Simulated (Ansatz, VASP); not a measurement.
Two plane-wave programs on Cu

```
Cu
1.0
    -1.51854    1.44279    1.37608
     1.51854   -1.44279    1.37608
     1.51854    1.44279   -1.37608
Cu
1
Cartesian
  0.0000 0.0000 0.0000
```

Change from the starting cell: strain +0.0525 x Voigt [1, 0, 0, 0, 0, 0], atoms carried along.

Alike in both runs: task single point; functional PBEsol; k mesh 24 × 24 × 24; occupations gaussian, width 0.15 eV; no spin polarisation.

```csv
,VASP,Ansatz
version,VASP 6.6.1,Ansatz 0.2.0
potentials or method,"VASP PAW PBE potentials, release 64 (Cu), cutoff 520 eV","scalar-relativistic, plane waves, PAW"
valence electrons in the cell,11,19
```

Ansatz gave:

```
gap on the k mesh at the Fermi level (eV)                     : none
pressure (GPa)                                                : -8.5
traceless stress, the component that is largest in VASP (GPa) : 0.76
```

**Question.** Estimate VASP's values.

**Answer.** gap on the k mesh at the Fermi level (eV): none; pressure (GPa): -7.8; traceless stress, the component that is largest in VASP (GPa): 0.75.

VASP's potentials were made for PBE, not for PBEsol. A gap of «none» marks a metal or a gap that the smearing closes. VASP's potentials hold 11 valence electrons a cell and Ansatz's 19, so a difference there can come from the potentials and not from the codes.
